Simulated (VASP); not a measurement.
**Si: single point with PBEsol+D3(BJ)**

The system is Si.

```xyz
2
Lattice="0.0000 2.7219 2.7219 2.7219 0.0000 2.7219 2.7219 2.7219 0.0000" Properties=species:S:1:pos:R:3 pbc="T T T"
Si    2.7588    2.7559    2.7706
Si    4.1198    4.1169    4.1314
```

This cell differs from its parent crystal: atoms moved at random.

| Item | Value |
| --- | --- |
| Program | VASP 6.6.1 |
| Task | single point |
| Functional | PBEsol |
| Dispersion | D3(BJ) |
| Potentials or basis | VASP PAW PBE potentials, release 64 (Si) |
| Cutoff | 520 eV |
| k mesh | 6 × 6 × 6 |
| Occupations | fermi-dirac, width 0.01 eV |
| Spin | non-collinear spin, typed start |
| Starting moments | [[0.354, 0.354, 0.0], [-0.354, -0.354, 0.0]] μB |
| Dipole correction | no |
| Further INCAR settings | ALGO = Normal; EDIFF = 1e-06; NBANDS = 20 |

The pressure is -2.2 GPa and the band gap on the k mesh is 0.60 eV, indirect (least direct gap 2.51 eV). The net moment is 0.00 μB per cell. The valence electrons inside the program's atomic spheres are Si 1.69. The dispersion energy per atom is -0.270 eV.

Forces on the atoms (eV/Å):
```
Si   0.001  0.002 -0.001
Si  -0.001 -0.002  0.001
```

Levels at points of the mesh, in eV from the valence-band top:
| k point | band 5 | band 6 | band 7 | band 8 | band 9 | band 10 | band 11 | band 12 |
| --- | --- | --- | --- | --- | --- | --- | --- | --- |
| (0.00, 0.00, 0.00) | 0.00 | 0.00 | 0.00 | 0.00 | 2.51 | 2.51 | 2.51 | 2.51 |
| (0.50, 0.00, 0.00) | -1.20 | -1.20 | -1.20 | -1.20 | 1.44 | 1.44 | 3.27 | 3.27 |
| (0.00, 0.50, 0.00) | -1.20 | -1.20 | -1.20 | -1.20 | 1.44 | 1.44 | 3.27 | 3.27 |
| (0.00, 0.00, 0.50) | -1.20 | -1.20 | -1.20 | -1.20 | 1.44 | 1.44 | 3.27 | 3.27 |
| (0.50, 0.50, 0.50) | -1.20 | -1.20 | -1.20 | -1.20 | 1.44 | 1.44 | 3.27 | 3.27 |
| (0.50, 0.50, 0.00) | -2.86 | -2.86 | -2.86 | -2.86 | 0.60 | 0.60 | 0.60 | 0.60 |
| (0.00, 0.50, 0.50) | -2.86 | -2.86 | -2.86 | -2.86 | 0.60 | 0.60 | 0.60 | 0.60 |
| (0.50, 0.00, 0.50) | -2.86 | -2.86 | -2.86 | -2.86 | 0.60 | 0.60 | 0.60 | 0.60 |

Moments on the atoms (μB; x, y, z):
```
Si  0.00 0.00 0.00
Si  0.00 0.00 0.00
```

Run time: 5.3 min on 1 thread of Intel(R) Xeon(R) Platinum 8259CL CPU @ 2.50GHz (Skylake/Cascade Lake) (shared host), peak memory 0.43 GiB.

Caveat: the cell differs from its parent crystal (atoms moved at random); three body term missing; the PAW data sets were made with another functional, which shifts forces and pressure a little. A k mesh can miss the band edges.
